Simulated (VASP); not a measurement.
## YNb2O5: relaxation of cell and atoms with PBE

Crystal: YNb2O5.

```
CELL_PARAMETERS angstrom
7.48048 0.00000 0.00000
-3.74024 6.47828 0.00000
0.00000 0.00000 4.32239
ATOMIC_POSITIONS crystal
Y 0.00000 0.00000 0.00000
Nb 0.33333 0.66667 0.50000
Nb 0.66667 0.33333 0.50000
O 0.33333 0.66667 0.00000
O 0.00000 0.50000 0.50000
O 0.50000 0.50000 0.50000
O 0.50000 0.00000 0.50000
O 0.66667 0.33333 0.00000
```

The cell was built from a structure type or drawn by symmetry, and may not be a known phase.

```json
{
 "Program": "VASP 6.6.1",
 "Task": "relaxation of cell and atoms",
 "Functional": "PBE",
 "Potentials or basis": "VASP PAW PBE potentials, release 64 (Y_sv, Nb_sv, O)",
 "Cutoff": "600 eV",
 "k mesh": "3 × 3 × 4",
 "Occupations": "gaussian, width 0.1 eV",
 "Spin": "collinear spin, zero start",
 "Starting moments": "[0.0, 0.0, 0.0, 0.0, 0.0, 0.0, 0.0, 0.0] μB",
 "Dipole correction": "no",
 "Further INCAR settings": "ALGO = Normal; EDIFF = 1e-07; IBRION = 2; EDIFFG = -0.04; NSW = 90; ISIF = 3"
}
```

- Relaxed volume: 18.64 Å³/atom
- Relaxed cell: a = 6.633 Å, b = 6.633 Å, c = 3.914 Å, α = 90.00°, β = 90.00°, γ = 120.00°
- Space group after relaxing (to 0.1 Å): P6/mmm (No. 191)
- Energy gained by relaxing: 676.8 meV/atom
- Ionic steps: 10
- Pressure after relaxing: 0.0 GPa
- Net moment: 0.00 μB per cell
- Valence electrons inside the program's atomic spheres: Y 8.92; Nb 10.54; O 5.04, 5.06 (each value once)

Stress tensor (GPa, compression positive):
```
 0.03  0.00  0.00
 0.00  0.03  0.00
 0.00  0.00 -0.05
```

The path:
| step | energy change (eV) | largest force (eV/Å) | pressure (GPa) | volume (Å³) |
| --- | --- | --- | --- | --- |
| 1 | 0.0000 | 0.0000 | -21.23 | 209.47 |
| 2 | -1.0793 | 0.0000 | 49.31 | 120.84 |
| 3 | -5.2148 | 0.0000 | -2.31 | 153.77 |
| 4 | -5.2246 | 0.0000 | -1.08 | 152.30 |
| 5 | -5.2242 | 0.0000 | -0.16 | 151.28 |
| 6 | -5.3399 | 0.0000 | 2.19 | 146.26 |
| 7 | -5.4115 | 0.0000 | 0.88 | 148.22 |
| 8 | -5.4115 | 0.0000 | 0.92 | 148.16 |
| 9 | -5.4114 | 0.0000 | -0.90 | 150.14 |
| 10 | -5.4144 | 0.0000 | 0.00 | 149.14 |

Final structure:
```yaml
crystal:
  lattice:
    - [6.63280, 0.00000, 0.00000]
    - [-3.31640, 5.74418, 0.00000]
    - [0.00000, 0.00000, 3.91437]
  atoms:
    - { symbol: Y, position: [0.00000, 0.00000, 0.00000] }
    - { symbol: Nb, position: [0.33333, 0.66667, 0.50000] }
    - { symbol: Nb, position: [0.66667, 0.33333, 0.50000] }
    - { symbol: O, position: [0.33333, 0.66667, 0.00000] }
    - { symbol: O, position: [0.00000, 0.50000, 0.50000] }
    - { symbol: O, position: [0.50000, 0.50000, 0.50000] }
    - { symbol: O, position: [0.50000, 0.00000, 0.50000] }
    - { symbol: O, position: [0.66667, 0.33333, 0.00000] }
```

Levels at points of the mesh, in eV from the Fermi level:
Spin up:
```
           k point  band 29  band 30  band 31  band 32  band 33  band 34  band 35  band 36  band 37  band 38
(0.00, 0.00, 0.00)    -3.62    -3.47    -3.47    -3.14    -2.35    -0.57    -0.57    -0.09    -0.09     0.04
(0.00, 0.00, 0.50)    -4.82    -4.48    -2.75    -2.75     0.18     0.18     0.37     0.37     0.49     0.62
```
Spin down:
```tsv
k point	band 31	band 32	band 33	band 34	band 35	band 36
(0.00, 0.00, 0.00)	-3.47	-3.14	-2.35	-0.57	-0.57	-0.09
(0.00, 0.00, 0.50)	-2.75	-2.75	0.18	0.18	0.37	0.37
```

Wall time 22 min on 1 thread of Intel(R) Xeon(R) 6975P-C (Granite Rapids) (shared host), peak memory 0.52 GiB.

Caveat: the k points lie up to 0.40 Å⁻¹ apart in the final cell; the volume moved by over 15 % at a fixed basis, so the end points are rough.
